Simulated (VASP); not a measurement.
Set up this calculation in VASP 6.6.1, as the native input.

| Item | Value |
| --- | --- |
| Task | relaxation of cell and atoms |
| Functional | PBE |
| Potentials or basis | VASP PAW PBE potentials, release 64 (C) |
| Cutoff | 600 eV |
| k mesh | 12 × 12 × 42 |
| Occupations | gaussian, width 0.1 eV |
| Spin | no spin polarisation |
| Dipole correction | no |
| Further INCAR settings | ALGO = Normal; EDIFF = 1e-07; IBRION = 2; EDIFFG = -0.01; NSW = 100; ISIF = 3 |

The structure of C lies in POSCAR:

```
C
1.0
    4.3811115435      0.0000000000      0.0000000000
   -2.1905557718      3.7941538935      0.0000000000
    0.0000000000      0.0000000000      1.2822947227
C
1
Direct
    0.0000000000      0.0000000000      0.0000000000
```

The cell was built from a structure type or drawn by symmetry, and may not be a known phase.

One way to write it, as run:

INCAR

```
PREC = Accurate ; ENCUT = 600
EDIFF = 1E-7 ; ISMEAR = 0
SIGMA = 0.1 ; LREAL = False
LASPH = True ; NELM = 120
ALGO = Normal ; ISIF = 3
LWAVE = False ; LCHARG = False
GGA = PE ; IBRION = 2
NSW = 100 ; EDIFFG = -0.01
GGA_COMPAT = False ; NELMIN = 4
```

KPOINTS

```
Automatic mesh
0
Gamma
  12 12 42
```

Potentials or basis: VASP PAW PBE potentials, release 64 (C).

Launch:

```bash
$ cat potpaw_PBE.64/C/POTCAR > POTCAR
$ mpirun -np 1 vasp_std > vasp.out
```

It gave:

- Relaxed volume: 19.75 Å³/atom
- Relaxed cell: a = 4.218 Å, b = 4.218 Å, c = 1.281 Å, α = 90.00°, β = 90.00°, γ = 120.00°
- Space group after relaxing (to 0.1 Å): P6/mmm (No. 191)
- Energy gained by relaxing: 0.6 meV/atom
- Ionic steps: 12
- Pressure after relaxing: 0.0 GPa
- Band gap on the k mesh: zero (bands 2 and 3 overlap by 14.63 eV)

It took 7.7 min on 1 thread of Intel Xeon 8259CL (shared host), peak memory 0.18 GiB.
